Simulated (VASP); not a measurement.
# AgBr (Fm-3m) in VASP: a series of runs

AgBr is run at these levels: PBE; tasks: single point, relaxation of cell and atoms.

Program: VASP 6.6.1. These are calculated values, not measurements. Logs are shortened: lines on timing, memory, paths and dates and some standing lists are left out, and cuts for length are marked.

## (1) The cell of the first run

Symmetry: Fm-3m, No. 225, cubic system. Conventional cell: a = 5.726 Å, b = 5.726 Å, c = 5.726 Å, α = 90.00°, β = 90.00°, γ = 90.00°. Br (site symmetry m-3m) has 6 Ag at 2.86 Å within 3.8 Å. Ag (site symmetry m-3m) has 6 Br at 2.86 Å within 3.8 Å.

## (2) Single point, PBE

INCAR

```
SYSTEM = AgBr
ALGO = Normal
EDIFF = 1E-6
ENCUT = 500
GGA = PE
GGA_COMPAT = .FALSE.
ISIF = 2
ISMEAR = -1
LASPH = .TRUE.
LCHARG = .FALSE.
LREAL = .FALSE.
LWAVE = .FALSE.
NBANDS = 16
NELM = 120
PREC = Accurate
SIGMA = 0.1
```

KPOINTS

```
k-points
0
G
  5 5 5
  0 0 0
```

POSCAR

```
AgBr
1.0
    0.0000000000      2.8629260000      2.8629260000
    2.8629260000      0.0000000000      2.8629260000
    2.8629260000      2.8629260000      0.0000000000
Br Ag
1 1
Direct
    0.5000000000      0.5000000000      0.5000000000
    0.0000000000      0.0000000000      0.0000000000
```

Potentials or basis: VASP PAW PBE potentials, release 64 (Br, Ag).

Command:

```bash
cat potpaw_PBE.64/Br/POTCAR potpaw_PBE.64/Ag/POTCAR > POTCAR
mpirun -np 1 vasp_std > vasp.out
```

OUTCAR:

```text
SYSTEM = AgBr
   EDIFF = 1E-6
   ENCUT = 500
   GGA = PE
   ISIF = 2
   ISMEAR = -1
   LASPH = .TRUE.
   LREAL = .FALSE.
   NELM = 120
   PREC = Accurate

 ion  position               nearest neighbor table
   1  0.500  0.500  0.500-   2 2.86   2 2.86   2 2.86   2 2.86   2 2.86   2 2.86
   2  0.000  0.000  0.000-   1 2.86   1 2.86   1 2.86   1 2.86   1 2.86   1 2.86

  LATTYP: Found a face centered cubic cell.
 ALAT       =     5.7258520000

  Lattice vectors:

 A1 = (   0.0000000000,   2.8629260000,   2.8629260000)
 A2 = (   2.8629260000,   0.0000000000,   2.8629260000)
 A3 = (   2.8629260000,   2.8629260000,   0.0000000000)

Analysis of symmetry for initial positions (statically):
=====================================================================
 Subroutine PRICEL returns:
 Original cell was already a primitive cell.

 Routine SETGRP: Setting up the symmetry group for a
 face centered cubic supercell.

 Subroutine GETGRP returns: Found 48 space group operations
 (whereof 48 operations were pure point group operations)
 out of a pool of 48 trial point group operations.

The static configuration has the point symmetry O_h .

Analysis of symmetry for dynamics (positions and initial velocities):
=====================================================================
 Subroutine PRICEL returns:
 Original cell was already a primitive cell.

 Routine SETGRP: Setting up the symmetry group for a
 face centered cubic supercell.

 Subroutine GETGRP returns: Found 48 space group operations
 (whereof 48 operations were pure point group operations)
 out of a pool of 48 trial point group operations.

The dynamic configuration has the point symmetry O_h .

 Subroutine INISYM returns: Found 48 space group operations
 (whereof 48 operations are pure point group operations),
 and found     1 'primitive' translations

----------------------------------------------------------------------------------------

                                     Primitive cell

  volume of cell :      46.9311

  direct lattice vectors                    reciprocal lattice vectors
     0.000000000  2.862926000  2.862926000    -0.174646498  0.174646498  0.174646498
     2.862926000  0.000000000  2.862926000     0.174646498 -0.174646498  0.174646498
     2.862926000  2.862926000  0.000000000     0.174646498  0.174646498 -0.174646498

  length of vectors
     4.048788777  4.048788777  4.048788777     0.302496608  0.302496608  0.302496608

  position of ions in fractional coordinates (direct lattice)
[... 64 lines left out ...]
   EDIFF  = 0.1E-05   stopping-criterion for ELM
   LREAL  =      F    real-space projection
   EDIFFG = 0.1E-04   stopping-criterion for IOM
   NSW    =      0    number of steps for IOM
   IBRION =     -1    ionic relax: 0-MD 1-quasi-New 2-CG
   NFREE  =      0    steps in history (QN), initial steepest desc. (CG)
   ISIF   =      2    stress and relaxation
   ISYM   =      2    0-nonsym 1-usesym 2-fastsym
   POTIM  = 0.5000    time-step for ionic-motion
   TEBEG  =    0.0;   TEEND  =   0.0 temperature during run
   PSTRESS=    0.0 pullay stress
   NELECT =      18.0000    total number of electrons
   NUPDOWN=      -1.0000    fix difference up-down
   EMIN   =  10.00;   EMAX   =-10.00  energy-range for DOS
   EFERMI =   0.00;   METHOD = LEGACY
   ISMEAR =    -1;   SIGMA  =   0.10  broadening in eV -4-tet -1-fermi 0-gaus
   EFERMI_NEDOS =   21; number of points for ismear=-14 and -15
   IALGO  =     38    algorithm
   IMIX   =      4    mixing-type and parameters
     AMIX     =   0.40;   BMIX     =  1.00
     AMIX_MAG =   1.60;   BMIX_MAG =  1.00
  volume/ion in A,a.u.               =      23.47       158.35
  Fermi-wavevector in a.u.,A,eV,Ry     =   1.189448  2.247731 19.249347  1.414787
  Thomas-Fermi vector in A             =   2.325555
   LORBIT       =      0    0 simple, 1 ext, 2 COOP (PROOUT), +10 PAW based schemes
   GGA     = PE    functional components
   LHFCALC =     F    Hartree Fock is set to
   AEXX    =    0.0000 exact exchange contribution
   IVDW    =     0    specifies the selected vdW correction
   LEPSILON=     F    determine dielectric tensor
   LRPA    =     F    only Hartree local field effects (RPA)
 non-spin polarized calculation
  energy-cutoff  :      500.00
  volume of cell :       46.93
 maximum number of plane-waves:      1243
 NGX is ok and might be reduce to    30
   NGX = 15   NGY = 15   NGZ = 15

 number of electron      18.0000001 magnetization

 Free energy of the ion-electron system (eV)
  ---------------------------------------------------
  ext. energy  EPLUGINS =         0.00000000
  ---------------------------------------------------
  free energy    TOTEN  =        -4.97277431 eV

  energy without entropy =       -4.97126205  energy(sigma->0) =       -4.97201818

 E-fermi :   4.1559     XC(G=0):  -9.8982

 val. band max:        3.5740576713   @ k =   0.4000   0.0000   0.0000
 cond. band min:       4.3864023519   @ k =   0.0000   0.0000   0.0000
 fundamental gap:      0.8123446806
 Fermi energy:         4.1558861619

 k-point     1 :       0.0000    0.0000    0.0000
  band No.  band energies     occupation
      1     -11.4120      2.00000
      2       0.8835      2.00000
      3       0.8835      2.00000
      4       0.8835      2.00000
      5       0.8840      2.00000
      6       0.8840      2.00000
[... 167 lines left out ...]
      3      -0.3537      2.00000
      4      -0.1090      2.00000
      5       1.1790      2.00000
      6       1.2143      2.00000
[... 8 lines left out ...]
     15      16.7521      0.00000
     16      19.0762      0.00000

------------------------ aborting loop because EDIFF is reached ----------------------------------------

  FORCE on cell =-STRESS in cart. coord.  units (eV):
  Direction    XX          YY          ZZ          XY          YZ          ZX
  --------------------------------------------------------------------------------------
  -------------------------------------------------------------------------------------
  Total        0.8029099      0.8029099      0.8029099     -0.0000000      0.0000000      0.0000000
  in kB       27.4105054     27.4105054     27.4105054     -0.0000000      0.0000000      0.0000000
  external PRESSURE =      27.4105054 kB  Pullay stress =       0.0000000 kB

 VOLUME and BASIS-vectors are now :
 -----------------------------------------------------------------------------
  energy-cutoff  :      500.00
  volume of cell :       46.93
      direct lattice vectors                 reciprocal lattice vectors
     0.000000000  2.862926000  2.862926000    -0.174646498  0.174646498  0.174646498
     2.862926000  0.000000000  2.862926000     0.174646498 -0.174646498  0.174646498
     2.862926000  2.862926000  0.000000000     0.174646498  0.174646498 -0.174646498

 POSITION                                       TOTAL-FORCE (eV/Angst)
 -----------------------------------------------------------------------------------
      2.86293      2.86293      2.86293         0.000000     -0.000000     -0.000000
      0.00000      0.00000      0.00000        -0.000000      0.000000      0.000000
 -----------------------------------------------------------------------------------
    total drift:                               -0.000000      0.000000      0.000000

  FREE ENERGIE OF THE ION-ELECTRON SYSTEM (eV)
  ---------------------------------------------------
  free  energy   TOTEN  =        -4.9727743133 eV

  energy  without entropy=       -4.9712620478  energy(sigma->0) =       -4.97201818
```

OSZICAR:

```text
N       E                     dE             d eps       ncg     rms          rms(c)
DAV:   1     0.933371667623E+02    0.93337E+02   -0.82721E+03   328   0.975E+02
DAV:   2    -0.157902957834E+01   -0.94916E+02   -0.87526E+02   424   0.206E+02
DAV:   3    -0.507097471931E+01   -0.34919E+01   -0.34870E+01   384   0.423E+01
DAV:   4    -0.509010485965E+01   -0.19130E-01   -0.19130E-01   416   0.337E+00
DAV:   5    -0.509028321796E+01   -0.17836E-03   -0.17836E-03   360   0.317E-01    0.613E+00
DAV:   6    -0.497710263962E+01    0.11318E+00   -0.17960E-01   376   0.598E+00    0.400E+00
DAV:   7    -0.497268094384E+01    0.44217E-02   -0.59440E-02   352   0.161E+00    0.159E+00
DAV:   8    -0.497273059008E+01   -0.49646E-04   -0.38677E-03   352   0.613E-01    0.250E-01
DAV:   9    -0.497274694415E+01   -0.16354E-04   -0.48892E-04   392   0.221E-01    0.318E-02
DAV:  10    -0.497276770079E+01   -0.20757E-04   -0.31826E-05   416   0.733E-02    0.186E-02
DAV:  11    -0.497277446653E+01   -0.67657E-05   -0.12822E-05   368   0.286E-02    0.605E-03
DAV:  12    -0.497277431334E+01    0.15319E-06   -0.91221E-07   288   0.876E-03
   1 F= -.49727743E+01 E0= -.49720182E+01  d E =-.151227E-02
```

stdout:

```text
POSCAR found type information on POSCAR BrAg
 POSCAR found :  2 types and       2 ions
 scaLAPACK will be used
 LDA part: xc-table for (Slater+PW92), standard interpolation
 POSCAR, INCAR and KPOINTS ok, starting setup
 FFT: planning ... GRIDC
 FFT: planning ... GRID_SOFT
 FFT: planning ... GRID
 WAVECAR not read
 entering main loop
```

It used 12 s of CPU time on 1 thread of AMD EPYC 7R13 Processor (Zen 3), with other jobs on the host.

What came out:

```
Free energy            : -4.9728 eV
Pressure               : 2.7 GPa
Band gap on the k mesh : 0.81 eV, indirect (least direct gap 2.63 eV)
```

A k mesh can miss the band edges. PBE gaps usually lie below the measured ones, often by a third to a half.

## (3) Single point, PBE

INCAR

```
ALGO = Normal ; EDIFF = 1E-6
ENCUT = 500 ; GGA = PE
GGA_COMPAT = False ; ISIF = 2
ISMEAR = -1 ; LASPH = True
LCHARG = False ; LREAL = False
LWAVE = False ; NBANDS = 16
NELM = 120 ; PREC = Accurate
SIGMA = 0.1
```

KPOINTS

```
k-points
0
Gamma
  5 5 5
```

POSCAR is that of step 2.

Potentials or basis: VASP PAW PBE potentials, release 64 (Br, Ag).

Command:

```bash
cat potpaw_PBE.64/Br/POTCAR potpaw_PBE.64/Ag/POTCAR > POTCAR
mpirun -np 1 vasp_std > vasp.out
```

It used 11 s of CPU time on 1 thread of AMD EPYC 7R13 Processor (Zen 3) (shared host).

It converged, with:

```yaml
Free_energy: -4.9728 eV
Pressure: 2.7 GPa
Band_gap_on_the_k_mesh: 0.81 eV, indirect (least direct gap 2.63 eV)
```

Levels at points of the mesh, in eV from the valence-band top:
```csv
k point,band 7,band 8,band 9,band 10,band 11,band 12
"(0.00, 0.00, 0.00)",-1.82,-1.82,-1.82,0.81,10.05,10.05
```

A k mesh can miss the band edges. A hybrid or GW would open this gap; PBE tends to underestimate it.

## (4) Single point, PBE

This run uses another cell than the first one, of 24.92 Å³/atom, 1.062 times its volume.

INCAR

```
ALGO     = Normal         # electronic algorithm
EDIFF    = 1E-6           # SCF threshold, eV
ENCUT    = 500            # plane-wave cutoff, eV
GGA      = PE             # functional
GGA_COMPAT= False        
ISIF     = 2              # what is computed and relaxed
ISMEAR   = -1             # smearing method
LASPH    = True           # aspherical terms in the spheres
LCHARG   = False          # write CHGCAR
LREAL    = False          # projectors in reciprocal space
LWAVE    = False          # write WAVECAR
NBANDS   = 16             # bands
NELM     = 120            # most SCF steps
PREC     = Accurate       # precision mode
SIGMA    = 0.1            # smearing width, eV
```

KPOINTS

```
k-points
0
Gamma
  8 8 8
```

POSCAR

```
AgBr
1.0
    0.0000000000      2.9208005493      2.9208005493
    2.9208005493      0.0000000000      2.9208005493
    2.9208005493      2.9208005493      0.0000000000
Br Ag
1 1
Direct
    0.5000000000      0.5000000000      0.5000000000
    0.0000000000      0.0000000000      0.0000000000
```

Potentials or basis: VASP PAW PBE potentials, release 64 (Br, Ag).

Command:

```bash
cat potpaw_PBE.64/Br/POTCAR potpaw_PBE.64/Ag/POTCAR > POTCAR
mpirun -np 1 vasp_std > vasp.out
```

OUTCAR:

```text
EDIFF = 1E-6
   ENCUT = 500
   GGA = PE
   ISIF = 2
   ISMEAR = -1
   LASPH = True
   LREAL = False
   NELM = 120
   PREC = Accurate

 ion  position               nearest neighbor table
   1  0.500  0.500  0.500-   2 2.92   2 2.92   2 2.92   2 2.92   2 2.92   2 2.92
   2  0.000  0.000  0.000-   1 2.92   1 2.92   1 2.92   1 2.92   1 2.92   1 2.92

  LATTYP: Found a face centered cubic cell.
 ALAT       =     5.8416010986

  Lattice vectors:

 A1 = (   0.0000000000,   2.9208005493,   2.9208005493)
 A2 = (   2.9208005493,   0.0000000000,   2.9208005493)
 A3 = (   2.9208005493,   2.9208005493,   0.0000000000)

Analysis of symmetry for initial positions (statically):
=====================================================================
 Subroutine PRICEL returns:
 Original cell was already a primitive cell.

 Routine SETGRP: Setting up the symmetry group for a
 face centered cubic supercell.

 Subroutine GETGRP returns: Found 48 space group operations
 (whereof 48 operations were pure point group operations)
 out of a pool of 48 trial point group operations.

The static configuration has the point symmetry O_h .

[... 153 lines left out ...]
  ext. energy  EPLUGINS =         0.00000000
  ---------------------------------------------------
  free energy    TOTEN  =        -5.00042275 eV

  energy without entropy =       -4.99973148  energy(sigma->0) =       -5.00007712

 E-fermi :   3.5275     XC(G=0):  -9.5949

 val. band max:        2.9931311203   @ k =   0.5000   0.0000   0.0000
 cond. band min:       3.6808669990   @ k =   0.0000   0.0000   0.0000
 fundamental gap:      0.6877358788
 Fermi energy:         3.5275350016

 k-point     1 :       0.0000    0.0000    0.0000
  band No.  band energies     occupation
      1     -11.7593      2.00000
      2       0.4078      2.00000
      3       0.4078      2.00000
      4       0.4083      2.00000
      5       0.4083      2.00000
      6       0.4083      2.00000
[... 433 lines left out ...]
      3      -0.7611      2.00000
      4      -0.7437      2.00000
      5       0.6323      2.00000
      6       0.6832      2.00000
[... 8 lines left out ...]
     15      15.4290      0.00000
     16      17.1552      0.00000

 [... further k-points ...]
[... 5 lines left out ...]
  --------------------------------------------------------------------------------------
  -------------------------------------------------------------------------------------
  Total       -0.0149345     -0.0149345     -0.0149345      0.0000000      0.0000000     -0.0000000
  in kB       -0.4801381     -0.4801381     -0.4801381      0.0000000      0.0000000     -0.0000000
  external PRESSURE =      -0.4801381 kB  Pullay stress =       0.0000000 kB

 VOLUME and BASIS-vectors are now :
 -----------------------------------------------------------------------------
  energy-cutoff  :      500.00
  volume of cell :       49.84
      direct lattice vectors                 reciprocal lattice vectors
     0.000000000  2.920800549  2.920800549    -0.171185944  0.171185944  0.171185944
     2.920800549  0.000000000  2.920800549     0.171185944 -0.171185944  0.171185944
     2.920800549  2.920800549  0.000000000     0.171185944  0.171185944 -0.171185944

 POSITION                                       TOTAL-FORCE (eV/Angst)
 -----------------------------------------------------------------------------------
      2.92080      2.92080      2.92080        -0.000000      0.000000      0.000000
      0.00000      0.00000      0.00000         0.000000     -0.000000     -0.000000
 -----------------------------------------------------------------------------------
    total drift:                               -0.000000      0.000000      0.000000

  FREE ENERGIE OF THE ION-ELECTRON SYSTEM (eV)
  ---------------------------------------------------
  free  energy   TOTEN  =        -5.0004227500 eV

  energy  without entropy=       -4.9997314820  energy(sigma->0) =       -5.00007712
```

stdout:

```text
POSCAR found type information on POSCAR BrAg
 POSCAR found :  2 types and       2 ions
 scaLAPACK will be used
 LDA part: xc-table for (Slater+PW92), standard interpolation
 POSCAR, INCAR and KPOINTS ok, starting setup
 FFT: planning ... GRIDC
 FFT: planning ... GRID_SOFT
 FFT: planning ... GRID
 WAVECAR not read
 entering main loop
```

It took 22 s on 1 thread of AMD EPYC 7R43 (Zen 3), shared host; peak memory 0.14 GiB.

What came out:

* Free energy: -5.0004 eV
* Pressure: 0.0 GPa
* Band gap on the k mesh: 0.69 eV, indirect (least direct gap 2.44 eV)

## (5) Relaxation of cell and atoms, PBE

INCAR

```
SYSTEM = AgBr
  PREC = Accurate
  ENCUT = 500
  EDIFF = 1E-7
  ISMEAR = -1
  SIGMA = 0.1
  LREAL = .False.
  LASPH = .True.
  NELM = 120
  ALGO = Normal
  ISIF = 3
  LWAVE = .False.
  LCHARG = .False.
  GGA = PE
  IBRION = 2
  NSW = 100
  EDIFFG = -0.03
  GGA_COMPAT = .False.
  NELMIN = 4
```

KPOINTS

```
regular mesh
0
Gamma
  8 8 8
  0 0 0
```

POSCAR

```
AgBr
1.0
    0.0000000000      2.8629260000      2.8629260000
    2.8629260000      0.0000000000      2.8629260000
    2.8629260000      2.8629260000      0.0000000000
Br Ag
1 1
Direct
    0.5000000000      0.5000000000      0.5000000000
    0.0000000000      0.0000000000      0.0000000000
```

Command:

```bash
cat potpaw_PBE.64/Br/POTCAR potpaw_PBE.64/Ag/POTCAR > POTCAR
mpirun -np 1 vasp_std > vasp.out
```

Wall time 34 s (1 thread of AMD EPYC 7R43 (Zen 3), shared host); peak memory 0.14 GiB.

It converged, with:

```
Free energy                            : -5.0001 eV
Relaxed volume                         : 24.82 Å³/atom
Relaxed cell                           : a = 4.125 Å, b = 4.125 Å, c = 4.125 Å, α = 60.00°, β = 60.00°, γ = 60.00°
Space group after relaxing (to 0.05 Å) : Fm-3m (No. 225)
Energy gained by relaxing              : 11.1 meV/atom
Ionic steps                            : 2
Pressure after relaxing                : 0.1 GPa
Band gap on the k mesh                 : 0.69 eV, indirect (least direct gap 2.45 eV)
```

Step by step:
| step | energy change (eV) | largest force (eV/Å) | pressure (GPa) | volume (Å³) |
| --- | --- | --- | --- | --- |
| 1 | 0.0000 | 0.0000 | 2.67 | 46.93 |
| 2 | -0.0222 | 0.0000 | 0.11 | 49.64 |

Final structure:
```yaml
crystal:
  lattice:
    - [0.00000, 2.91690, 2.91690]
    - [2.91690, 0.00000, 2.91690]
    - [2.91690, 2.91690, 0.00000]
  atoms:
    - { symbol: Br, position: [0.50000, 0.50000, 0.50000] }
    - { symbol: Ag, position: [0.00000, 0.00000, 0.00000] }
```

Levels at points of the mesh, in eV from the valence-band top:
| k point | band 6 | band 7 | band 8 | band 9 | band 10 | band 11 | band 12 | band 13 |
| --- | --- | --- | --- | --- | --- | --- | --- | --- |
| (0.00, 0.00, 0.00) | -2.60 | -1.76 | -1.76 | -1.76 | 0.69 | 9.93 | 9.93 | 9.93 |
| (0.50, 0.00, 0.00) | -2.33 | -2.01 | 0.00 | 0.00 | 3.87 | 6.31 | 6.85 | 6.85 |
| (0.50, 0.50, 0.00) | -2.46 | -2.24 | -2.24 | -2.17 | 1.70 | 7.14 | 8.87 | 10.81 |

A k mesh can miss the band edges. PBE usually gives volumes a little too large and moduli too small.

## (6) Summary

```csv
task,cell,k mesh,gap on the mesh (eV),pressure (GPa)
single point,"a = 4.049 Å, angles 60.0°, 2 atoms",5 × 5 × 5,0.81,2.7
single point,"a = 4.131 Å, angles 60.0°, 2 atoms",8 × 8 × 8,0.69,0.0
relaxation of cell and atoms,"relaxed from a = 4.049 Å, angles 60.0°, 2 atoms",8 × 8 × 8,0.69,0.1
```

Alike in all rows: level PBE; potentials or basis VASP PAW PBE potentials, release 64 (Br, Ag); no spin polarisation; cutoff (eV) 500; smearing fermi-dirac 0.1 eV.

Total energies depend on the potentials used, so only differences within one code and one set of settings carry meaning.
